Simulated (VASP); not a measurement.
# Bi3H (Pm-3m) in VASP: further runs

Bi3H is run at these levels: PBE; tasks: single point.

All numbers are computed with VASP 6.6.1; they aren't measurements. Logs are shortened: lines on timing, memory, paths and dates and some standing lists are left out, and cuts for length are marked.

## Step 1: The cell of the first run

It takes space group Pm-3m (No. 221, cubic). The conventional cell has a = 4.581 Å, b = 4.581 Å, c = 4.581 Å, α = 90.00°, β = 90.00°, γ = 90.00°. Bi (site symmetry 4/mmm) has 8 Bi at 3.24 Å and 4 H at 3.24 Å within 4.3 Å. H (site symmetry m-3m) has 12 Bi at 3.24 Å within 4.3 Å.

## Step 2: Single point, PBE

INCAR

```
PREC = Accurate
ENCUT = 520
EDIFF = 1E-7
ISMEAR = 0
SIGMA = 0.1
LREAL = False
LASPH = True
NELM = 100
ALGO = Normal
ISIF = 2
LWAVE = False
LCHARG = True
GGA = PE
LELF = True
LVHAR = True
NBANDS = 31
```

KPOINTS

```
Automatic mesh
0
Gamma
  4 4 4
```

POSCAR

```
Bi3H
1.0
    4.5809028763      0.0000000000      0.0000000000
    0.0000000000      4.5809028763      0.0000000000
    0.0000000000      0.0000000000      4.5809028763
Bi H
3 1
Direct
    0.0000000000      0.5000000000      0.5000000000
    0.5000000000      0.0000000000      0.5000000000
    0.5000000000      0.5000000000      0.0000000000
    0.0000000000      0.0000000000      0.0000000000
```

Potentials or basis: VASP PAW PBE potentials, release 64 (Bi_d, H).

Launch:

```sh
cat potpaw_PBE.64/Bi_d/POTCAR potpaw_PBE.64/H/POTCAR > POTCAR
mpirun -np 1 vasp_std > vasp.out
```

OUTCAR:

```text
PREC = Accurate
   ENCUT = 520
   EDIFF = 1E-7
   ISMEAR = 0
   LREAL = False
   LASPH = True
   NELM = 100
   ISIF = 2
   GGA = PE

 ion  position               nearest neighbor table
   1  0.000  0.500  0.500-   2 3.24   3 3.24   3 3.24   2 3.24   2 3.24   3 3.24   3 3.24   2 3.24

   2  0.500  0.000  0.500-   1 3.24   3 3.24   3 3.24   1 3.24   3 3.24   3 3.24   1 3.24   1 3.24

   3  0.500  0.500  0.000-   1 3.24   2 3.24   1 3.24   2 3.24   2 3.24   2 3.24   1 3.24   1 3.24

   4  0.000  0.000  0.000-

  LATTYP: Found a simple cubic cell.
 ALAT       =     4.5809028763

  Lattice vectors:

 A1 = (   4.5809028763,   0.0000000000,   0.0000000000)
 A2 = (   0.0000000000,   4.5809028763,   0.0000000000)
 A3 = (   0.0000000000,   0.0000000000,   4.5809028763)

Analysis of symmetry for initial positions (statically):
=====================================================================
 Subroutine PRICEL returns:
 Original cell was already a primitive cell.

 Routine SETGRP: Setting up the symmetry group for a
 simple cubic supercell.

 Subroutine GETGRP returns: Found 48 space group operations
 (whereof 48 operations were pure point group operations)
 out of a pool of 48 trial point group operations.

The static configuration has the point symmetry O_h .

Analysis of symmetry for dynamics (positions and initial velocities):
=====================================================================
 Subroutine PRICEL returns:
 Original cell was already a primitive cell.

 Routine SETGRP: Setting up the symmetry group for a
 simple cubic supercell.

 Subroutine GETGRP returns: Found 48 space group operations
 (whereof 48 operations were pure point group operations)
 out of a pool of 48 trial point group operations.

The dynamic configuration has the point symmetry O_h .

 Subroutine INISYM returns: Found 48 space group operations
 (whereof 48 operations are pure point group operations),
 and found     1 'primitive' translations

----------------------------------------------------------------------------------------

                                     Primitive cell

  volume of cell :      96.1287

  direct lattice vectors                    reciprocal lattice vectors
[... 73 lines left out ...]
   LASPH  =      T    aspherical Exc in radial PAW
   ENCUT  =  520.0 eV  38.22 Ry    6.18 a.u.   8.52  8.52  8.52*2*pi/ulx,y,z
   NELM   =    100;   NELMIN=  2; NELMDL= -5     # of ELM steps
   EDIFF  = 0.1E-06   stopping-criterion for ELM
   LREAL  =      F    real-space projection
   EDIFFG = 0.1E-05   stopping-criterion for IOM
   NSW    =      0    number of steps for IOM
   IBRION =     -1    ionic relax: 0-MD 1-quasi-New 2-CG
   NFREE  =      0    steps in history (QN), initial steepest desc. (CG)
   ISIF   =      2    stress and relaxation
   ISYM   =      2    0-nonsym 1-usesym 2-fastsym
   POTIM  = 0.5000    time-step for ionic-motion
   TEBEG  =    0.0;   TEEND  =   0.0 temperature during run
   PSTRESS=    0.0 pullay stress
   NELECT =      46.0000    total number of electrons
   NUPDOWN=      -1.0000    fix difference up-down
   EMIN   =  10.00;   EMAX   =-10.00  energy-range for DOS
   EFERMI =   0.00;   METHOD = LEGACY
   ISMEAR =     0;   SIGMA  =   0.10  broadening in eV -4-tet -1-fermi 0-gaus
   EFERMI_NEDOS =   21; number of points for ismear=-14 and -15
   IALGO  =     38    algorithm
   IMIX   =      4    mixing-type and parameters
     AMIX     =   0.40;   BMIX     =  1.00
     AMIX_MAG =   1.60;   BMIX_MAG =  1.00
  volume/ion in A,a.u.               =      24.03       162.18
  Fermi-wavevector in a.u.,A,eV,Ry     =   1.280490  2.419776 22.308873  1.639656
  Thomas-Fermi vector in A             =   2.412915
   LORBIT       =      0    0 simple, 1 ext, 2 COOP (PROOUT), +10 PAW based schemes
   GGA     = PE    functional components
   LHFCALC =     F    Hartree Fock is set to
   AEXX    =    0.0000 exact exchange contribution
   IVDW    =     0    specifies the selected vdW correction
   LEPSILON=     F    determine dielectric tensor
   LRPA    =     F    only Hartree local field effects (RPA)
 non-spin polarized calculation
 Gauss-broadening in eV      SIGMA  =   0.10
  energy-cutoff  :      520.00
  volume of cell :       96.13
 maximum number of plane-waves:      2624
 NGX is ok and might be reduce to    36
   NGX = 17   NGY = 17   NGZ = 17

 number of electron      46.0000022 magnetization

 Free energy of the ion-electron system (eV)
  ---------------------------------------------------
  ext. energy  EPLUGINS =         0.00000000
  ---------------------------------------------------
  free energy    TOTEN  =       -12.47489830 eV

  energy without entropy =      -12.46208750  energy(sigma->0) =      -12.46849290

 E-fermi :   7.6616     XC(G=0): -10.2728

 val. band max:        7.5334382995   @ k =   0.5000   0.2500   0.2500
 cond. band min:       7.7205091343   @ k =   0.2500   0.2500   0.2500
 fundamental gap:      0.1870708348
 Fermi energy:         7.6615947726

 k-point     1 :       0.0000    0.0000    0.0000
  band No.  band energies     occupation
      1     -15.7846      2.00000
      2     -15.7846      2.00000
      3     -15.7846      2.00000
      4     -15.7538      2.00000
      5     -15.5941      2.00000
      6     -15.5941      2.00000
[... 329 lines left out ...]
     30      17.1311      0.00000
     31      17.7084      0.00000

------------------------ aborting loop because EDIFF is reached ----------------------------------------

  FORCE on cell =-STRESS in cart. coord.  units (eV):
  Direction    XX          YY          ZZ          XY          YZ          ZX
  --------------------------------------------------------------------------------------
  -------------------------------------------------------------------------------------
  Total        3.6112114      3.6112114      3.6112114     -0.0000000      0.0000000     -0.0000000
  in kB       60.1880460     60.1880460     60.1880460     -0.0000000      0.0000000     -0.0000000
  external PRESSURE =      60.1880460 kB  Pullay stress =       0.0000000 kB

 VOLUME and BASIS-vectors are now :
 -----------------------------------------------------------------------------
  energy-cutoff  :      520.00
  volume of cell :       96.13
      direct lattice vectors                 reciprocal lattice vectors
     4.580902876  0.000000000  0.000000000     0.218297577  0.000000000  0.000000000
     0.000000000  4.580902876  0.000000000     0.000000000  0.218297577  0.000000000
     0.000000000  0.000000000  4.580902876     0.000000000  0.000000000  0.218297577

 POSITION                                       TOTAL-FORCE (eV/Angst)
 -----------------------------------------------------------------------------------
      0.00000      2.29045      2.29045         0.000000      0.000000      0.000000
      2.29045      0.00000      2.29045         0.000000      0.000000      0.000000
      2.29045      2.29045      0.00000         0.000000      0.000000      0.000000
      0.00000      0.00000      0.00000         0.000000      0.000000      0.000000
 -----------------------------------------------------------------------------------
    total drift:                                0.000000      0.000000      0.000000

  FREE ENERGIE OF THE ION-ELECTRON SYSTEM (eV)
  ---------------------------------------------------
  free  energy   TOTEN  =       -12.4748982957 eV

  energy  without entropy=      -12.4620874956  energy(sigma->0) =      -12.46849290
```

Wall time 84 s (1 thread of Oxide Virtual Turin-like, shared host); peak memory 0.17 GiB.

Results:

* Free energy: -12.4749 eV
* Pressure: 6.0 GPa
* Band gap on the k mesh: zero (band 23 reaches 9.14 eV, above the bottom of band 24 at 7.21 eV)

Levels at points of the mesh, in eV from the Fermi level:
```
           k point  band 19  band 20  band 21  band 22  band 23  band 24  band 25  band 26  band 27  band 28
(0.00, 0.00, 0.00)    -4.25    -4.25    -4.25    -1.58     1.48     1.48     1.48     3.77     3.77     3.77
(0.50, 0.00, 0.00)    -3.04    -3.04    -2.56    -0.78    -0.78    -0.46    -0.36     2.19     3.41     3.41
(0.50, 0.50, 0.00)    -5.22    -2.95    -1.17    -0.45    -0.45    -0.34    -0.34     0.11     4.71     5.32
(0.50, 0.50, 0.50)    -6.78    -4.43    -4.43    -4.43    -2.04     4.83     4.83     5.85     5.85     5.85
```

Caveat: spin-orbit coupling is left out, which moves the levels of the heavy elements.

(Part 1 of 2 ends here.)
